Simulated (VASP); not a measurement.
Here is a VASP 6.6.1 calculation.

Contents of INCAR:

```
PREC = Accurate ; ENCUT = 520
EDIFF = 1E-6 ; ISMEAR = 0
SIGMA = 0.05 ; LREAL = Auto
LASPH = T ; NELM = 100
ALGO = Normal ; ISIF = 2
LWAVE = F ; LCHARG = T
GGA = PE ; IVDW = 12
LELF = T ; LVHAR = T
NELECT = 252.0 ; NBANDS = 162
```

Contents of KPOINTS:

```
Automatic mesh
0
Gamma
  1 1 1
```

File POSCAR:

```
AlSi62
1.0
   10.8600000000      0.0000000000      0.0000000000
    0.0000000000     10.8600000000      0.0000000000
    0.0000000000      0.0000000000     10.8600000000
Si Al
62 1
Direct
    0.4941470534     -0.0058529466      0.0033480663
    0.6243673112      0.1243673112      0.1243373849
    0.7516279006      0.2516279006      0.0003050645
    0.8821500000      0.3821500000      0.1206160221
    0.7505488950      0.0017742173      0.2505794659
    0.8769026703      0.1284711786      0.3730973297
   -0.0016352670      0.0020600368     -0.0014330571
    0.1255279926      0.1252144567      0.1244720074
    0.2503866483      0.2499611418     -0.0003866483
    0.3768259669      0.3748598527      0.1236089319
    0.5020600368      0.4983647330     -0.0014330571
    0.6252144567      0.6255279926      0.1244720074
    0.7499611418      0.7503866483     -0.0003866483
    0.8748598527      0.8768259669      0.1236089319
    0.2514330571      0.0020600368      0.2516352670
    0.3765682320      0.1268169429      0.3762041436
    0.5017742173      0.2505488950      0.2505794659
    0.6284711786      0.3769026703      0.3730973297
    0.7538498158      0.5025469613      0.2474530387
    0.8821500000      0.6293839779      0.3678500000
    0.4993727440     -0.0006272560      0.5020819521
    0.6252267956      0.1252267956      0.6247732044
    0.7505629834      0.2505629834      0.4994370166
    0.8769026703      0.3769026703      0.6215288214
    0.7479180479     -0.0006272560      0.7506272560
    0.8737958564      0.1268169429      0.8734317680
    0.0123707182      0.5123707182     -0.0019466851
    0.3660302947      0.8660302947      0.1295056169
    0.0025469613      0.2538498158      0.2474530387
    0.1293839779      0.3821500000      0.3678500000
    0.2519466851      0.5123707182      0.2376292818
    0.3768259669      0.6263910681      0.3751401473
    0.5020600368      0.7514330571      0.2516352670
    0.6268169429      0.8765682320      0.3762041436
   -0.0005794659      0.0017742173      0.4994511050
    0.1256626151      0.1243673112      0.6256326888
    0.2496949355      0.2516279006      0.4983720994
    0.3765682320      0.3737958564      0.6231830571
    0.5017742173      0.4994205341      0.4994511050
    0.6243673112      0.6256626151      0.6256326888
    0.7516279006      0.7496949355      0.4983720994
    0.8737958564      0.8765682320      0.6231830571
    0.2466519337     -0.0058529466      0.7558529466
    0.3737609576      0.1222469613      0.8762390424
    0.4993727440      0.2479180479      0.7506272560
    0.6268169429      0.3737958564      0.8734317680
    0.7505488950      0.4994205341      0.7482257827
    0.8748598527      0.6263910681      0.8731740331
    0.0123707182      0.7519466851      0.2376292818
    0.1263910681      0.8768259669      0.3751401473
    0.0025469613      0.5025469613      0.4961501842
    0.1255279926      0.6255279926      0.6247855433
    0.2503866483      0.7503866483      0.5000388582
    0.3737609576      0.8737609576      0.6277530387
   -0.0005794659      0.2505488950      0.7482257827
    0.1263910681      0.3748598527      0.8731740331
    0.2514330571      0.4983647330      0.7479399632
    0.3660302947      0.6204943831      0.8839697053
    0.4941470534      0.7466519337      0.7558529466
    0.6222469613      0.8737609576      0.8762390424
   -0.0016352670      0.7514330571      0.7479399632
    0.1204943831      0.8660302947      0.8839697053
    0.2116128913      0.7116128913      0.0383871087
```

Potentials or basis: VASP PAW PBE potentials, release 64 (Si, Al).

The run is started by

```bash
$ cat potpaw_PBE.64/Si/POTCAR potpaw_PBE.64/Al/POTCAR > POTCAR
$ mpirun -np 1 vasp_gam > vasp.out
```

Estimate the dispersion energy per atom.

-0.313 eV.

Predict the largest force.

0.035 eV/Å.

Forces on the atoms (eV/Å):
```
Si  -0.008 -0.008 -0.003
Si  -0.006 -0.006  0.002
Si   0.001  0.001 -0.010
Si   0.006  0.006  0.003
Si   0.002 -0.005  0.004
Si  -0.003  0.005  0.003
Si   0.001  0.010 -0.002
Si   0.002 -0.002 -0.002
Si   0.001  0.000 -0.001
Si  -0.013  0.003  0.003
Si   0.010  0.001 -0.002
Si  -0.002  0.002 -0.002
Si   0.000  0.001 -0.001
Si   0.003 -0.013  0.003
Si   0.002  0.010 -0.001
Si  -0.008 -0.003  0.001
Si  -0.005  0.002  0.004
Si   0.005 -0.003  0.003
Si   0.000  0.005 -0.005
Si   0.006 -0.003 -0.006
Si   0.008  0.008  0.002
Si  -0.003 -0.003  0.003
Si   0.001  0.001 -0.001
Si  -0.003 -0.003 -0.005
Si  -0.002  0.008 -0.008
Si  -0.001 -0.003  0.008
Si   0.008  0.008 -0.012
Si  -0.020 -0.020 -0.021
Si   0.005  0.000 -0.005
Si  -0.003  0.006 -0.006
Si   0.012  0.008 -0.008
Si  -0.013 -0.003 -0.003
Si   0.010  0.002 -0.001
Si  -0.003 -0.008  0.001
Si  -0.004 -0.005 -0.002
Si  -0.002 -0.006  0.006
Si   0.010  0.001 -0.001
Si  -0.008 -0.001  0.003
Si  -0.005 -0.004 -0.002
Si  -0.006 -0.002  0.006
Si   0.001  0.010 -0.001
Si  -0.001 -0.008  0.003
Si   0.003 -0.008  0.008
Si  -0.005  0.002  0.005
Si   0.008 -0.002 -0.008
Si  -0.003 -0.001  0.008
Si   0.002 -0.004  0.005
Si   0.003 -0.003  0.013
Si   0.008  0.012 -0.008
Si  -0.003 -0.013 -0.003
Si   0.005  0.005  0.000
Si   0.002  0.002  0.002
Si   0.001  0.001  0.000
Si  -0.005 -0.005 -0.002
Si  -0.004  0.002  0.005
Si  -0.003  0.003  0.013
Si   0.002  0.001 -0.010
Si  -0.020  0.021  0.020
Si  -0.008  0.003  0.008
Si   0.002 -0.005  0.005
Si   0.001  0.002 -0.010
Si   0.021 -0.020  0.020
Al   0.013  0.013 -0.013
```

Caveat: the k points lie up to 0.58 Å⁻¹ apart; the cell carries a net charge on a neutralising background, which shifts energy and pressure.
